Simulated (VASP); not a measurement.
A run of VASP 6.6.1 is set up as follows.

INCAR

```
ALGO = Normal
EDIFF = 1E-6
ENCUT = 520
GGA = PE
ISIF = 2
ISMEAR = 0
LASPH = True
LCHARG = False
LREAL = False
LWAVE = False
NBANDS = 50
NELM = 100
PREC = Accurate
SIGMA = 0.02
```

KPOINTS

```
k-points
0
Gamma
  6 6 6
```

POSCAR

```
Sn3PbO4
1.0
    5.5231993047      0.0000000000      0.0000000000
    0.0000000000      5.5231993047      0.0000000000
    0.0000000000      0.0000000000      5.2052724740
Sn Pb O
3 1 4
Direct
    0.0000000000      0.5000000000      0.2188089329
    0.5000000000      0.0000000000      0.2188089329
    0.0000000000      0.0000000000      0.7852252254
    0.5000000000      0.5000000000      0.7528947858
    0.7540316796      0.2459683204      0.0060655309
    0.2459683204      0.7540316796      0.0060655309
    0.7540316796      0.7540316796      0.0060655309
    0.2459683204      0.2459683204      0.0060655309
```

Potentials or basis: VASP PAW PBE potentials, release 64 (Sn_d, Pb_d, O).

Run with:

```console
$ cat potpaw_PBE.64/Sn_d/POTCAR potpaw_PBE.64/Pb_d/POTCAR potpaw_PBE.64/O/POTCAR > POTCAR
$ mpirun -np 1 vasp_std > vasp.out
```

Q: Predict the band gap on the k mesh.

A: 0.74 eV.

Q: What does it give for the pressure?

A: 0.2 GPa.

Q: Estimate the largest force.

A: 0.079 eV/Å.

Forces in eV/Å, atoms in the order of the input:
```
Sn   0.000  0.000  0.079
Sn   0.000  0.000  0.079
Sn   0.000  0.000 -0.075
Pb   0.000  0.000 -0.043
O   -0.002  0.002 -0.010
O    0.002 -0.002 -0.010
O   -0.002 -0.002 -0.010
O    0.002  0.002 -0.010
```

Caveat: spin-orbit coupling is left out, which moves the levels of the heavy elements. A k mesh can miss the band edges.
